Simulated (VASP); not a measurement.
# SiNi (Pnma) in VASP: single point with r2SCAN

Aim: the single point of SiNi with r2SCAN.

Everything below comes from runs of VASP 6.6.1. Logs are shortened: lines on timing, memory, paths and dates and some standing lists are left out, and cuts for length are marked.

**1. The cell of the first run**

The structure is orthorhombic, space group Pnma (No. 62). The conventional cell has a = 5.144 Å, b = 3.378 Å, c = 5.644 Å, α = 90.00°, β = 90.00°, γ = 90.00°. Within 3.0 Å of Si (site symmetry m) lie 6 Ni at 2.28 to 2.41 Å and 2 Si at 2.67 Å. Ni (site symmetry m) has 6 Si at 2.28 to 2.41 Å and 4 Ni at 2.66 to 2.74 Å within 3.0 Å.

**2. Single point, r2SCAN (12.26 Å³/atom)**

POSCAR

```
SiNi
1.0
    5.1435363136      0.0000000000      0.0000000000
    0.0000000000      3.3777384745      0.0000000000
    0.0000000000      0.0000000000      5.6436483988
Si Ni
4 4
Direct
    0.3200782817      0.7500000000      0.0825295439
    0.1799217183      0.2500000000      0.5825295439
    0.8200782817      0.7500000000      0.4174704561
    0.6799217183      0.2500000000      0.9174704561
    0.0065100940      0.2500000000      0.1906964093
    0.4934899060      0.7500000000      0.6906964093
    0.5065100940      0.2500000000      0.3093035907
    0.9934899060      0.7500000000      0.8093035907
```

INCAR.step1

```
SYSTEM = SiNi
PREC     = Accurate       ! precision mode
ENCUT    = 520            ! plane-wave cutoff, eV
ISMEAR   = 0              ! smearing method
SIGMA    = 0.1            ! smearing width, eV
LREAL    = .False.        ! projectors in reciprocal space
LASPH    = .True.         ! aspherical terms in the spheres
NELM     = 80             ! most SCF steps
NBANDS   = 38             ! bands
GGA      = PE             ! functional
ALGO     = Normal         ! electronic algorithm
EDIFF    = 1E-4           ! SCF threshold, eV
LWAVE    = .True.         ! write WAVECAR
LCHARG   = .False.        ! write CHGCAR
```

INCAR.step2

```
SYSTEM = SiNi
PREC     = Accurate       ! precision mode
ENCUT    = 520            ! plane-wave cutoff, eV
EDIFF    = 1E-7           ! SCF threshold, eV
ISMEAR   = 0              ! smearing method
SIGMA    = 0.1            ! smearing width, eV
LREAL    = .False.        ! projectors in reciprocal space
LASPH    = .True.         ! aspherical terms in the spheres
NELM     = 80             ! most SCF steps
ALGO     = Normal         ! electronic algorithm
ISIF     = 2              ! what is computed and relaxed
LWAVE    = .False.        ! write WAVECAR
LCHARG   = .False.        ! write CHGCAR
METAGGA  = R2SCAN         ! meta-GGA
LMIXTAU  = .True.       
NBANDS   = 38             ! bands
ISTART   = 1
```

KPOINTS

```
Automatic mesh
0
Gamma
  8 10 6
  0 0 0
```

Potentials or basis: VASP PAW PBE potentials, release 64 (Si, Ni).

On the command line:

```console
cat potpaw_PBE.64/Si/POTCAR potpaw_PBE.64/Ni/POTCAR > POTCAR
cp INCAR.step1 INCAR
mpirun -np 1 vasp_std > vasp.out
cp INCAR.step2 INCAR
mpirun -np 1 vasp_std > vasp.out
```

OUTCAR:

```text
SYSTEM = SiNi
   PREC = Accurate
   ENCUT = 520
   EDIFF = 1E-7
   ISMEAR = 0
   LREAL = .False.
   LASPH = .True.
   NELM = 80
   ISIF = 2
   METAGGA = R2SCAN
   ISTART = 1

 ion  position               nearest neighbor table
   1  0.320  0.750  0.083-   8 2.28   7 2.33   7 2.33   6 2.38   5 2.41   5 2.41   4 2.67   4 2.67

   2  0.180  0.250  0.583-   7 2.28   8 2.33   8 2.33   5 2.38   6 2.41   6 2.41   3 2.67   3 2.67

   3  0.820  0.750  0.417-   6 2.28   5 2.33   5 2.33   8 2.38   7 2.41   7 2.41   2 2.67   2 2.67

   4  0.680  0.250  0.917-   5 2.28   6 2.33   6 2.33   7 2.38   8 2.41   8 2.41   1 2.67   1 2.67

   5  0.007  0.250  0.191-   4 2.28   3 2.33   3 2.33   2 2.38   1 2.41   1 2.41   7 2.66   7 2.66
                             8 2.74   8 2.74
   6  0.493  0.750  0.691-   3 2.28   4 2.33   4 2.33   1 2.38   2 2.41   2 2.41   8 2.66   8 2.66
                             7 2.74   7 2.74
   7  0.507  0.250  0.309-   2 2.28   1 2.33   1 2.33   4 2.38   3 2.41   3 2.41   5 2.66   5 2.66
                             6 2.74   6 2.74
   8  0.993  0.750  0.809-   1 2.28   2 2.33   2 2.33   3 2.38   4 2.41   4 2.41   6 2.66   6 2.66
                             5 2.74   5 2.74

  LATTYP: Found a simple orthorhombic cell.
 ALAT       =     3.3777384745
 B/A-ratio  =     1.5227751800
 C/A-ratio  =     1.6708364018

  Lattice vectors:

 A1 = (   0.0000000000,  -3.3777384745,   0.0000000000)
 A2 = (   5.1435363136,   0.0000000000,   0.0000000000)
 A3 = (   0.0000000000,   0.0000000000,   5.6436483988)

Analysis of symmetry for initial positions (statically):
=====================================================================
 Subroutine PRICEL returns:
 Original cell was already a primitive cell.

 Routine SETGRP: Setting up the symmetry group for a
 simple orthorhombic supercell.

 Subroutine GETGRP returns: Found  8 space group operations
 (whereof  2 operations were pure point group operations)
 out of a pool of  8 trial point group operations.

The static configuration has the point symmetry S_2 .
 The point group associated with its full space group is D_2h.

Analysis of symmetry for dynamics (positions and initial velocities):
=====================================================================
 Subroutine PRICEL returns:
 Original cell was already a primitive cell.

 Routine SETGRP: Setting up the symmetry group for a
 simple orthorhombic supercell.

 Subroutine GETGRP returns: Found  8 space group operations
 (whereof  2 operations were pure point group operations)
 out of a pool of  8 trial point group operations.

The dynamic configuration has the point symmetry S_2 .
 The point group associated with its full space group is D_2h.

 Subroutine INISYM returns: Found  8 space group operations
 (whereof  2 operations are pure point group operations),
 and found     1 'primitive' translations

----------------------------------------------------------------------------------------

                                     Primitive cell

  volume of cell :      98.0500

  direct lattice vectors                    reciprocal lattice vectors
     5.143536314  0.000000000  0.000000000     0.194418769  0.000000000  0.000000000
     0.000000000  3.377738475  0.000000000     0.000000000  0.296056076  0.000000000
     0.000000000  0.000000000  5.643648399     0.000000000  0.000000000  0.177190344

  length of vectors
     5.143536314  3.377738475  5.643648399     0.194418769  0.296056076  0.177190344

  position of ions in fractional coordinates (direct lattice)
     0.320078282  0.750000000  0.082529544
     0.179921718  0.250000000  0.582529544
     0.820078282  0.750000000  0.417470456
     0.679921718  0.250000000  0.917470456
     0.006510094  0.250000000  0.190696409
     0.493489906  0.750000000  0.690696409
     0.506510094  0.250000000  0.309303591
     0.993489906  0.750000000  0.809303591

  ion indices of the primitive-cell ions
   primitive index   ion index
                 1           1
                 2           2
                 3           3
                 4           4
                 5           5
                 6           6
                 7           7
                 8           8

----------------------------------------------------------------------------------------

 KPOINTS: Automatic mesh

Automatic generation of k-mesh.
 Grid dimensions read from file:
 generate k-points for:    8   10    6

 Generating k-lattice:

  Cartesian coordinates                     Fractional coordinates (reciprocal lattice)
     0.024302346  0.000000000  0.000000000     0.125000000  0.000000000  0.000000000
     0.000000000  0.029605608  0.000000000     0.000000000  0.100000000  0.000000000
     0.000000000  0.000000000  0.029531724     0.000000000  0.000000000  0.166666667

  Length of vectors
     0.024302346  0.029605608  0.029531724

  Shift w.r.t. Gamma in fractional coordinates (k-lattice)
     0.000000000  0.000000000  0.000000000

 Subroutine IBZKPT returns following result:
 ===========================================

 Found    120 irreducible k-points:

 Following reciprocal coordinates:
            Coordinates               Weight
  0.000000  0.000000  0.000000      1.000000
  0.125000  0.000000  0.000000      2.000000
  0.250000  0.000000  0.000000      2.000000
  0.375000  0.000000  0.000000      2.000000
  0.500000  0.000000  0.000000      1.000000
  0.000000  0.100000  0.000000      2.000000
[... 16 lines left out ...]
  0.250000  0.400000  0.000000      4.000000
  0.375000  0.400000  0.000000      4.000000
 [... further k-points ...]
   k-points           NKPTS =    120   k-points in BZ     NKDIM =    120   number of bands    NBANDS=     38
   number of dos      NEDOS =    301   number of ions     NIONS =      8
   total plane-waves  NPLWV =  47040
   dimension x,y,z NGX =    40 NGY =   28 NGZ =   42
   dimension x,y,z NGXF=    80 NGYF=   56 NGZF=   84
   ions per type =               4   4
   NGX,Y,Z   is equivalent  to a cutoff of  12.93, 13.78, 12.37 a.u.
   NGXF,Y,Z  is equivalent  to a cutoff of  25.86, 27.56, 24.74 a.u.
 SYSTEM =  SiNi
   PREC   = accura    normal or accurate (medium, high low for compatibility)
   ISTART =      1    job   : 0-new  1-cont  2-samecut
   ICHARG =      0    charge: 1-file 2-atom 10-const
   ISPIN  =      1    spin polarized calculation?
   LNONCOLLINEAR =      F non collinear calculations
   LSORBIT =      F    spin-orbit coupling
   LASPH  =      T    aspherical Exc in radial PAW
   ENCUT  =  520.0 eV  38.22 Ry    6.18 a.u.   9.56  6.28 10.49*2*pi/ulx,y,z
   NELM   =     80;   NELMIN=  2; NELMDL=  0     # of ELM steps
   EDIFF  = 0.1E-06   stopping-criterion for ELM
   LREAL  =      F    real-space projection
   EDIFFG = 0.1E-05   stopping-criterion for IOM
   NSW    =      0    number of steps for IOM
   IBRION =     -1    ionic relax: 0-MD 1-quasi-New 2-CG
   NFREE  =      0    steps in history (QN), initial steepest desc. (CG)
   ISIF   =      2    stress and relaxation
   ISYM   =      2    0-nonsym 1-usesym 2-fastsym
   POTIM  = 0.5000    time-step for ionic-motion
   TEBEG  =    0.0;   TEEND  =   0.0 temperature during run
   PSTRESS=    0.0 pullay stress
   NELECT =      56.0000    total number of electrons
   NUPDOWN=      -1.0000    fix difference up-down
   EMIN   =  10.00;   EMAX   =-10.00  energy-range for DOS
   EFERMI =   0.00;   METHOD = LEGACY
   ISMEAR =     0;   SIGMA  =   0.10  broadening in eV -4-tet -1-fermi 0-gaus
   EFERMI_NEDOS =   21; number of points for ismear=-14 and -15
   IALGO  =     38    algorithm
   IMIX   =      4    mixing-type and parameters
     AMIX     =   0.40;   BMIX     =  1.00
     AMIX_MAG =   1.60;   BMIX_MAG =  1.00
  volume/ion in A,a.u.               =      12.26        82.71
  Fermi-wavevector in a.u.,A,eV,Ry     =   1.358277  2.566771 25.101600  1.844916
  Thomas-Fermi vector in A             =   2.485124
   LORBIT       =      0    0 simple, 1 ext, 2 COOP (PROOUT), +10 PAW based schemes
   METAGGA = R2SCAN    functional components
   LHFCALC =     F    Hartree Fock is set to
   AEXX    =    0.0000 exact exchange contribution
   IVDW    =     0    specifies the selected vdW correction
   LEPSILON=     F    determine dielectric tensor
   LRPA    =     F    only Hartree local field effects (RPA)
 non-spin polarized calculation
 Gauss-broadening in eV      SIGMA  =   0.10
  energy-cutoff  :      520.00
  volume of cell :       98.05
 maximum number of plane-waves:      2672
 NGX is ok and might be reduce to    40
   NGX = 19   NGY = 13   NGZ = 21

 number of electron      55.9999972 magnetization

 Free energy of the ion-electron system (eV)
  ---------------------------------------------------
  ext. energy  EPLUGINS =         0.00000000
  ---------------------------------------------------
  free energy    TOTEN  =       -86.65225840 eV

  energy without entropy =      -86.64503969  energy(sigma->0) =      -86.64864904

 E-fermi :  10.1690     XC(G=0): -13.0232

 val. band max:       10.1640358850   @ k =   0.0000   0.0000   0.3333
 cond. band min:      10.1965321684   @ k =   0.2500   0.5000   0.0000
 fundamental gap:      0.0324962835
 Fermi energy:        10.1690157299

 k-point     1 :       0.0000    0.0000    0.0000
  band No.  band energies     occupation
      1      -3.3809      2.00000
      2       0.0860      2.00000
      3       1.4507      2.00000
      4       2.1327      2.00000
      5       3.4177      2.00000
      6       3.9139      2.00000
[... 30 lines left out ...]
     37      17.0375      0.00000
     38      17.1712      0.00000

 k-point     2 :       0.1250    0.0000    0.0000
  band No.  band energies     occupation
      1      -3.2924      2.00000
      2      -0.0795      2.00000
      3       1.5126      2.00000
      4       1.7771      2.00000
      5       3.7813      2.00000
      6       4.0175      2.00000
[... 30 lines left out ...]
     37      16.8624      0.00000
     38      16.9783      0.00000

 k-point     3 :       0.2500    0.0000    0.0000
  band No.  band energies     occupation
      1      -3.0293      2.00000
      2      -0.6068      2.00000
      3       1.5376      2.00000
      4       1.6725      2.00000
      5       3.4895      2.00000
      6       4.5589      2.00000
[... 30 lines left out ...]
     37      15.9131      0.00000
     38      16.8901      0.00000

 k-point     4 :       0.3750    0.0000    0.0000
  band No.  band energies     occupation
      1      -2.5993      2.00000
      2      -1.3242      2.00000
      3       1.6076      2.00000
      4       1.8202      2.00000
      5       3.2886      2.00000
      6       3.9548      2.00000
[... 30 lines left out ...]
     37      15.8600      0.00000
     38      16.7822      0.00000
[... 703 lines left out ...]
      4       2.5178      2.00000
      5       3.9028      2.00000
      6       4.3275      2.00000
[... 30 lines left out ...]
     37      14.6589      0.00000
     38      15.8182      0.00000

 k-point    23 :       0.2500    0.4000    0.0000
  band No.  band energies     occupation
      1      -0.9643      2.00000
      2       1.1023      2.00000
      3       1.2739      2.00000
      4       2.3245      2.00000
      5       4.1049      2.00000
      6       4.1415      2.00000
[... 30 lines left out ...]
     37      15.7128      0.00000
     38      17.1486      0.00000

 k-point    24 :       0.3750    0.4000    0.0000
  band No.  band energies     occupation
      1      -0.5804      2.00000
      2       0.5177      2.00000
      3       1.5294      2.00000
      4       2.1060      2.00000
      5       4.0549      2.00000
      6       4.2581      2.00000
[... 30 lines left out ...]
     37      16.4848      0.00000
     38      17.1868      0.00000

 [... further k-points ...]

------------------------ aborting loop because EDIFF is reached ----------------------------------------

  FORCE on cell =-STRESS in cart. coord.  units (eV):
  Direction    XX          YY          ZZ          XY          YZ          ZX
  --------------------------------------------------------------------------------------
  -------------------------------------------------------------------------------------
  Total       -2.9708579     -3.0752140     -2.9561563      0.0000000      0.0000000      0.0000000
  in kB      -48.5450195    -50.2502401    -48.3047895      0.0000000      0.0000000      0.0000000
  external PRESSURE =     -49.0333497 kB  Pullay stress =       0.0000000 kB

 VOLUME and BASIS-vectors are now :
 -----------------------------------------------------------------------------
  energy-cutoff  :      520.00
  volume of cell :       98.05
      direct lattice vectors                 reciprocal lattice vectors
     5.143536314  0.000000000  0.000000000     0.194418769  0.000000000  0.000000000
     0.000000000  3.377738475  0.000000000     0.000000000  0.296056076  0.000000000
     0.000000000  0.000000000  5.643648399     0.000000000  0.000000000  0.177190344

 POSITION                                       TOTAL-FORCE (eV/Angst)
 -----------------------------------------------------------------------------------
      1.64633      2.53330      0.46577        -0.006540      0.000000     -0.002920
      0.92543      0.84443      3.28759         0.006540      0.000000     -0.002920
      4.21810      2.53330      2.35606        -0.006540      0.000000      0.002920
      3.49720      0.84443      5.17788         0.006540      0.000000      0.002920
      0.03348      0.84443      1.07622         0.009035     -0.000000      0.002320
      2.53828      2.53330      3.89805        -0.009035     -0.000000      0.002320
      2.60525      0.84443      1.74560         0.009035      0.000000     -0.002320
      5.11005      2.53330      4.56742        -0.009035      0.000000     -0.002320
 -----------------------------------------------------------------------------------
    total drift:                                0.000000      0.000000     -0.000000

  FREE ENERGIE OF THE ION-ELECTRON SYSTEM (eV)
  ---------------------------------------------------
  free  energy   TOTEN  =       -86.6522583989 eV

  energy  without entropy=      -86.6450396859  energy(sigma->0) =      -86.64864904
```

Run time: 35 min. Hardware: 1 thread of Intel Xeon 8259CL, shared host; peak memory 0.45 GiB.

What came out:

- Free energy: -86.6523 eV
- Pressure: -4.9 GPa
- Largest force: 0.009 eV/Å
- Band gap on the k mesh: zero (bands 28 and 29 overlap by 1.92 eV)

Forces on the atoms (eV/Å):
```
Si  -0.007  0.000 -0.003
Si   0.007  0.000 -0.003
Si  -0.007  0.000  0.003
Si   0.007  0.000  0.003
Ni   0.009  0.000  0.002
Ni  -0.009  0.000  0.002
Ni   0.009  0.000 -0.002
Ni  -0.009  0.000 -0.002
```

Levels at points of the mesh, in eV from the Fermi level:
```csv
k point,band 25,band 26,band 27,band 28,band 29,band 30,band 31,band 32
"(0.00, 0.00, 0.00)",-2.01,-1.24,-1.22,-0.99,0.68,1.37,3.47,3.99
"(0.50, 0.00, 0.00)",-1.96,-1.96,1.11,1.11,1.12,1.12,3.98,3.98
"(0.00, 0.50, 0.00)",-2.01,-2.01,-1.51,-1.51,-0.62,-0.62,2.03,2.03
"(0.50, 0.50, 0.00)",-1.76,-1.76,-1.76,-1.76,0.45,0.45,0.45,0.45
"(0.00, 0.00, 0.50)",-1.56,-1.56,-0.30,-0.30,0.92,0.92,3.44,3.44
"(0.50, 0.00, 0.50)",-1.08,-1.08,0.80,0.80,2.36,2.36,2.87,2.87
"(0.00, 0.50, 0.50)",-2.08,-2.08,-1.79,-1.79,0.14,0.14,1.42,1.42
"(0.50, 0.50, 0.50)",-2.00,-2.00,-2.00,-2.00,2.54,2.54,2.54,2.54
```

Caveat: the cell stands under tension; the PAW data sets were made with another functional, which shifts forces and pressure a little. Spin polarisation is off, so any magnetic state and its effect on volume and gap are missing.

The gap in the log of VASP goes by the Fermi energy; the results here count the filled bands.